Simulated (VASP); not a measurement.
LiCl:

```
Li Cl
1.0
     3.27112    0.00000    0.00000
     0.00000    3.27112    0.00000
     0.00000    0.00000    3.27112
Li Cl
1 1
Direct
  0.00000 0.00000 0.00000
  0.50000 0.50000 0.50000
```

Program: VASP 6.6.1. Alike in all runs: task single point; potentials or basis VASP PAW PBE potentials, release 64 (Li_sv, Cl); no spin polarisation; cell as given; cutoff (eV) 750.

Order these runs on this cell by their pressure, lowest first.
A. level PBEsol; k mesh 6 × 6 × 6; smearing gaussian 0.001 eV
B. level PBE; k mesh 4 × 4 × 4; smearing gaussian 0.01 eV
C. level PBEsol+D3(BJ); k mesh 6 × 6 × 6; smearing gaussian 0.01 eV

C (-2.9 GPa), A (-1.3 GPa), B (0.5 GPa).

Caveats: some runs use coarse meshes; the PAW data sets were made with another functional, which shifts forces and pressure a little (some runs).
